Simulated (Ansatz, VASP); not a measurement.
## Two plane-wave programs on PtC

Contents of INCAR:

```
ALGO = Normal ; EDIFF = 1E-8
ENCUT = 520 ; GGA = PE
ISIF = 2 ; ISMEAR = -1
LASPH = T ; LCHARG = F
LEFG = T ; LREAL = F
LWAVE = F ; NBANDS = 14
NELM = 100 ; PREC = Accurate
SIGMA = 0.08
```

File KPOINTS:

```
k-points
0
Gamma
  13 13 13
```

File POSCAR:

```
PtC
1.0
    0.0000000000      2.3712760614      2.3357959920
    2.3712760614      0.0000000000      2.3357959920
    2.3712760614      2.3712760614      0.0000000000
Pt C
1 1
Direct
    0.0000000000      0.0000000000      0.0000000000
    0.2500000000      0.2500000000      0.2500000000
```

Input for Ansatz:

```yaml
crystal:
  lattice:
    - [0.0, 2.3712760614, 2.335795992]
    - [2.3712760614, 0.0, 2.335795992]
    - [2.3712760614, 2.3712760614, 0.0]
  atoms:
    - { symbol: Pt, position: [0.0, 0.0, 0.0] }
    - { symbol: C, position: [0.25, 0.25, 0.25] }
kpoints:
  mp_grid: { grid: [13, 13, 13] }
scf:
  occupations: { method: fermi_dirac, width: 0.08 }
hamiltonian:
  xc: pbe
  pseudopotentials: { kind: paw }
output:
  forces: true
  stress: true
  eigenvalues: true
  efg: { contact_densities: true }
```

Change from the starting cell: z stretched by -1 % at fixed volume, PAW files.

Alike in both runs: task electric field gradients; functional PBE; k mesh 13 × 13 × 13; occupations fermi-dirac, width 0.08 eV; no spin polarisation.

|  | VASP | Ansatz |
| --- | --- | --- |
| version | VASP 6.6.1 | Ansatz 0.2.0 |
| potentials or method | VASP PAW PBE potentials, release 64 (Pt, C) | PAW with Ansatz's default frozen-core files, scalar-relativistic |
| plane-wave cutoff (eV) | 520 | 420 |
| valence electrons in the cell | 14 | 22 |

```tsv
	VASP	Ansatz	Ansatz less VASP
pressure (GPa)	0.1	0.0	-0.18
traceless stress, the component that is largest in VASP (GPa)	0.41	0.42	+0.006
size of Vzz on the site where it differs most (V/Å²)	16.1	9.8	-6.30
```

The functional is the same, so the differences come from potentials, cutoffs and numerics. VASP's potentials hold 14 valence electrons a cell and Ansatz's 22, so a difference there can come from the potentials and not from the codes.

Spin-orbit coupling is off throughout.
